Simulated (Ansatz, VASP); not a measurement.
## NaI in VASP and in Ansatz

File INCAR:

```
  PREC = Accurate
  ENCUT = 520
  EDIFF = 1E-7
  ISMEAR = 0
  SIGMA = 0.01
  LREAL = F
  LASPH = T
  NELM = 100
  ALGO = Normal
  ISIF = 2
  LWAVE = F
  LCHARG = F
  GGA = PS
  NBANDS = 14
```

KPOINTS

```
regular mesh
0
Gamma
  4 4 4
```

File POSCAR:

```
NaI
1.0
    0.0000000000      3.2364000000      3.2364000000
    3.2364000000      0.0000000000      3.2364000000
    3.2364000000      3.2364000000      0.0000000000
Na I
1 1
Direct
   -0.0001479706      0.0067879706      0.0018420294
    0.5179100000      0.5248900000      0.4300800000
```

Input for Ansatz:

```yaml
crystal:
  lattice:
    - [0.0, 3.2364, 3.2364]
    - [3.2364, 0.0, 3.2364]
    - [3.2364, 3.2364, 0.0]
  atoms:
    - { symbol: Na, position: [-0.000147970584600173, 0.006787970584600173, 0.001842029415399827] }
    - { symbol: I, position: [0.51791, 0.52489, 0.43008] }
basis:
  ecutwfc: 540.0
  xc_grid: 2
kpoints:
  mp_grid:
    grid: [4, 4, 4]
hamiltonian:
  xc: pbesol
scf:
  convergence:
    dr2_threshold: 1.0e-09
  occupations:
    method: fixed
output:
  forces: true
  stress: true
```

Alike in both runs: task single point; functional PBEsol; k mesh 4 × 4 × 4; no spin polarisation.

|  | VASP | Ansatz |
| --- | --- | --- |
| version | VASP 6.6.1 | Ansatz 0.2.0 |
| potentials or method | VASP PAW PBE potentials, release 64 (Na_pv, I), cutoff 520 eV | plane waves, PAW |
| occupations | gaussian, width 0.01 eV | fixed |
| valence electrons in the cell | 14 | 26 |

VASP gave:

```
pressure (GPa)                                                : 0.0
traceless stress, the component that is largest in VASP (GPa) : -0.20
rms of the force components (eV/Å)                            : 0.135
```

Estimate Ansatz's values.

pressure (GPa): -0.1; traceless stress, the component that is largest in VASP (GPa): -0.20; rms of the force components (eV/Å): 0.133.

VASP's potentials were made for PBE, not for PBEsol. Atom by atom the forces differ by 0.002 eV/Å (rms over components). VASP's potentials hold 14 valence electrons a cell and Ansatz's 26, so a difference there can come from the potentials and not from the codes. Ansatz's warnings: stress scf threshold loose.

The k mesh is coarse, so the values compare programs but aren't converged. Neither program's run includes spin-orbit coupling.
